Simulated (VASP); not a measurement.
# Li in VASP: single point with PBEsol

Aim: the single point of Li with PBEsol.

Everything below comes from runs of VASP 6.6.1. Logs are shortened: lines on timing, memory, paths and dates and some standing lists are left out, and cuts for length are marked.

### 1 The cell of the first run

The cell holds a slab with vacuum, 5 atoms: a = 3.057 Å, b = 3.057 Å, c = 26.997 Å, α = 90.00°, β = 90.00°, γ = 120.00°.

### 2 Single point, PBEsol

INCAR reads:

```
SYSTEM = Li
PREC = Accurate
ENCUT = 520
EDIFF = 1E-6
ISMEAR = 0
SIGMA = 0.1
LREAL = .False.
LASPH = .True.
NELM = 100
ALGO = Normal
ISIF = 2
LWAVE = .False.
LCHARG = .False.
LDIPOL = .True.
IDIPOL = 3
DIPOL = 0.5 0.5 0.497
GGA = PS
NBANDS = 16
```

KPOINTS reads:

```
regular mesh
0
Gamma
  12 12 1
  0 0 0
```

POSCAR reads:

```
Li
1.0
    3.0569172096      0.0000000000      0.0000000000
   -1.5284586048      2.6473679608      0.0000000000
    0.0000000000      0.0000000000     26.9965768283
Li
5
Direct
    0.6666666667      0.3333333333      0.3148547334
    0.0000000000      0.0000000000      0.4074513111
    0.6666666667      0.3333333333      0.4982451778
    0.3333333333      0.6666666667      0.5887962210
    0.6666666667      0.3333333333      0.6760288345
```

Potentials or basis: VASP PAW PBE potentials, release 64 (Li_sv).

Started as:

```
> cat potpaw_PBE.64/Li_sv/POTCAR > POTCAR
> mpirun -np 1 vasp_std > vasp.out
```

OUTCAR:

```text
SYSTEM = Li
   PREC = Accurate
   ENCUT = 520
   EDIFF = 1E-6
   ISMEAR = 0
   LREAL = .False.
   LASPH = .True.
   NELM = 100
   ISIF = 2
   GGA = PS

 ion  position               nearest neighbor table
   1  0.667  0.333  0.315-
   2  0.000  0.000  0.407-
   3  0.667  0.333  0.498-
   4  0.333  0.667  0.589-
   5  0.667  0.333  0.676-

  LATTYP: Found a hexagonal cell.
 ALAT       =     3.0569172096
 C/A-ratio  =     8.8313078102

  Lattice vectors:

 A1 = (   3.0569172096,   0.0000000000,   0.0000000000)
 A2 = (  -1.5284586048,   2.6473679608,   0.0000000000)
 A3 = (   0.0000000000,   0.0000000000,  26.9965768283)

Analysis of symmetry for initial positions (statically):
=====================================================================
 Subroutine PRICEL returns:
 Original cell was already a primitive cell.

 Routine SETGRP: Setting up the symmetry group for a
 hexagonal supercell.

 Subroutine GETGRP returns: Found  6 space group operations
 (whereof  6 operations were pure point group operations)
 out of a pool of 24 trial point group operations.

The static configuration has the point symmetry C_3v.

Analysis of symmetry for dynamics (positions and initial velocities):
=====================================================================
 Subroutine PRICEL returns:
 Original cell was already a primitive cell.

 Routine SETGRP: Setting up the symmetry group for a
 hexagonal supercell.

 Subroutine GETGRP returns: Found  6 space group operations
 (whereof  6 operations were pure point group operations)
 out of a pool of 24 trial point group operations.

The dynamic configuration has the point symmetry C_3v.

 Subroutine INISYM returns: Found  6 space group operations
 (whereof  6 operations are pure point group operations),
 and found     1 'primitive' translations

----------------------------------------------------------------------------------------

                                     Primitive cell

  volume of cell :     218.4775

  direct lattice vectors                    reciprocal lattice vectors
     3.056917210  0.000000000  0.000000000     0.327126949  0.188866832  0.000000000
    -1.528458605  2.647367961  0.000000000     0.000000000  0.377733664  0.000000000
[... 93 lines left out ...]
   POTIM  = 0.5000    time-step for ionic-motion
   TEBEG  =    0.0;   TEEND  =   0.0 temperature during run
   PSTRESS=    0.0 pullay stress
   NELECT =      15.0000    total number of electrons
   NUPDOWN=      -1.0000    fix difference up-down
   EMIN   =  10.00;   EMAX   =-10.00  energy-range for DOS
   EFERMI =   0.00;   METHOD = LEGACY
   ISMEAR =     0;   SIGMA  =   0.10  broadening in eV -4-tet -1-fermi 0-gaus
   EFERMI_NEDOS =   21; number of points for ismear=-14 and -15
   IALGO  =     38    algorithm
   IMIX   =      4    mixing-type and parameters
     AMIX     =   0.40;   BMIX     =  1.00
     AMIX_MAG =   1.60;   BMIX_MAG =  1.00
  volume/ion in A,a.u.               =      43.70       294.87
  Fermi-wavevector in a.u.,A,eV,Ry     =   0.670352  1.266782  6.114078  0.449372
  Thomas-Fermi vector in A             =   1.745844
   LORBIT       =      0    0 simple, 1 ext, 2 COOP (PROOUT), +10 PAW based schemes
   GGA     = PS    functional components
   LHFCALC =     F    Hartree Fock is set to
   AEXX    =    0.0000 exact exchange contribution
   IVDW    =     0    specifies the selected vdW correction
   LEPSILON=     F    determine dielectric tensor
   LRPA    =     F    only Hartree local field effects (RPA)
 non-spin polarized calculation
 Gauss-broadening in eV      SIGMA  =   0.10
  energy-cutoff  :      520.00
  volume of cell :      218.48
 maximum number of plane-waves:      5919
 NGX is ok and might be reduce to    24
   NGX = 11   NGY = 11   NGZ =101

 dipolmoment           0.000000      0.000000      0.008225 electrons x Angstroem

 number of electron      14.9999971 magnetization

 dipolmoment           0.000000      0.000000     -0.003503 electrons x Angstroem

 Free energy of the ion-electron system (eV)
  ---------------------------------------------------
  ext. energy  EPLUGINS =         0.00000000
  ---------------------------------------------------
  free energy    TOTEN  =        -9.29498085 eV

  energy without entropy =       -9.27949822  energy(sigma->0) =       -9.28723953

 E-fermi :  -1.3896     XC(G=0):  -3.8245

 val. band max:       -1.4265691881   @ k =   0.3333   0.1667   0.0000
 cond. band min:      -1.3882065415   @ k =   0.1667   0.1667   0.0000
 fundamental gap:      0.0383626466
 Fermi energy:        -1.3895633040

 k-point     1 :       0.0000    0.0000    0.0000
  band No.  band energies     occupation
      1     -47.6972      2.00000
      2     -47.6338      2.00000
      3     -47.2774      2.00000
      4     -47.1985      2.00000
      5     -47.1735      2.00000
      6      -4.8180      2.00000
[... 338 lines left out ...]
      3     -47.2626      2.00000
      4     -47.1827      2.00000
      5     -47.1606      2.00000
      6       0.1352      0.00000
[... 8 lines left out ...]
     15       3.0947      0.00000
     16       4.9856      0.00000

------------------------ aborting loop because EDIFF is reached ----------------------------------------

 vacuum level on the upper side and lower side of the slab       (xc-potential included)        -0.280        -0.212

  FORCE on cell =-STRESS in cart. coord.  units (eV):
  Direction    XX          YY          ZZ          XY          YZ          ZX
  --------------------------------------------------------------------------------------
  -------------------------------------------------------------------------------------
  Total        0.3274557      0.3274557     -0.2965150      0.0000000      0.0000000      0.0000000
  in kB        2.4013551      2.4013551     -2.1744554      0.0000000      0.0000000      0.0000000
  external PRESSURE =       0.8760850 kB  Pullay stress =       0.0000000 kB

 VOLUME and BASIS-vectors are now :
 -----------------------------------------------------------------------------
  energy-cutoff  :      520.00
  volume of cell :      218.48
      direct lattice vectors                 reciprocal lattice vectors
     3.056917210  0.000000000  0.000000000     0.327126949  0.188866832  0.000000000
    -1.528458605  2.647367961  0.000000000     0.000000000  0.377733664  0.000000000
     0.000000000  0.000000000 26.996576828     0.000000000  0.000000000  0.037041733

 POSITION                                       TOTAL-FORCE (eV/Angst)
 -----------------------------------------------------------------------------------
      1.52846      0.88246      8.50000         0.000000      0.000000      0.092856
      0.00000      0.00000     10.99979        -0.000000      0.000000     -0.095734
      1.52846      0.88246     13.45091         0.000000      0.000000     -0.002132
     -0.00000      1.76491     15.89548         0.000000     -0.000000      0.000637
      1.52846      0.88246     18.25046        -0.000000      0.000000      0.004372
 -----------------------------------------------------------------------------------
    total drift:                               -0.000001     -0.000001      0.000172

  FREE ENERGIE OF THE ION-ELECTRON SYSTEM (eV)
  ---------------------------------------------------
  free  energy   TOTEN  =        -9.2949808469 eV

  energy  without entropy=       -9.2794982219  energy(sigma->0) =       -9.28723953

 vacuum level on the upper side and lower side of the slab         1.699         1.769
```

OSZICAR:

```text
N       E                     dE             d eps       ncg     rms          rms(c)
DAV:   1     0.574147902875E+02    0.57415E+02   -0.73749E+03   648   0.772E+02
DAV:   2     0.891382446149E+01   -0.48501E+02   -0.46652E+02   752   0.206E+02
DAV:   3    -0.718909166609E+01   -0.16103E+02   -0.15867E+02  1176   0.520E+01
DAV:   4    -0.980561108877E+01   -0.26165E+01   -0.26057E+01  1024   0.376E+01
[... 14 lines left out ...]
DAV:  19    -0.929492355953E+01   -0.11252E-04   -0.45281E-06   832   0.582E-03    0.215E-03
DAV:  20    -0.929494701037E+01   -0.23451E-04   -0.83257E-06   752   0.624E-03    0.164E-03
DAV:  21    -0.929495295444E+01   -0.59441E-05   -0.27678E-07   616   0.233E-03    0.102E-03
DAV:  22    -0.929497995802E+01   -0.27004E-04   -0.45462E-06   584   0.337E-03    0.600E-04
DAV:  23    -0.929498084688E+01   -0.88886E-06   -0.96941E-08   616   0.136E-03
   1 F= -.92949808E+01 E0= -.92872395E+01  d E =-.154826E-01
```

Run time: 41 s. Hardware: 1 thread of Intel Xeon 6975P-C (Granite Rapids), shared host; peak memory 0.33 GiB.

Results:

- Free energy: -9.2950 eV
- Largest force: 0.096 eV/Å

Forces in eV/Å, atoms in the order of the input:
```
Li   0.000  0.000  0.093
Li   0.000  0.000 -0.096
Li   0.000  0.000 -0.002
Li   0.000  0.000  0.001
Li   0.000  0.000  0.004
```

Caveat: the cutoff is under 1.25 times the usual one of these potentials, so pressure, stress and relaxed cells hold a basis-set (Pulay) error; the PAW data sets were made with another functional, which shifts forces and pressure a little.
